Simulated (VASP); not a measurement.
Crystal: Se.

```xyz
3
Lattice="4.3662 0.0000 0.0000 -2.1831 3.7812 0.0000 0.0000 0.0000 4.9536" Properties=species:S:1:pos:R:3 pbc="T T T"
Se    1.6910    2.9289    0.0000
Se   -0.4921    0.8523    3.3024
Se    0.9841    0.0000    1.6512
```

Program: VASP 6.6.1. Alike in all runs: task single point; potentials or basis VASP PAW PBE potentials, release 64 (Se); no spin polarisation; cell as given.

Q: Order these runs on this cell by their band gap on the k mesh, lowest first.
A. level PBE; k mesh 7 × 7 × 6; cutoff (eV) 520; smearing gaussian 0.029 eV
B. level B3LYP5; k mesh 5 × 5 × 4; cutoff (eV) 400; smearing gaussian 0.01 eV; grid for exact exchange (PRECFOCK) Normal; share of exact exchange 0.2
C. level r2SCAN; k mesh 6 × 6 × 5; cutoff (eV) 520; smearing fermi-dirac 0.05 eV
D. level PBE-based screened hybrid with 50 % exact exchange; k mesh 4 × 4 × 3; cutoff (eV) 520; smearing fermi-dirac 0.05 eV; grid for exact exchange (PRECFOCK) Normal; share of exact exchange 0.5; screening parameter 0.20787 1/Å
E. level PBE0; k mesh 4 × 4 × 3; cutoff (eV) 520; smearing fermi-dirac 0.05 eV; grid for exact exchange (PRECFOCK) Normal; share of exact exchange 0.25

A: A (1.21 eV), C (1.57 eV), B (2.43 eV), E (3.14 eV), D (3.36 eV).

Caveats: some runs use coarse meshes; an odd mesh through Γ misses points on the zone boundary, where band edges can lie.

A k mesh can miss the band edges, odd and even meshes differently.
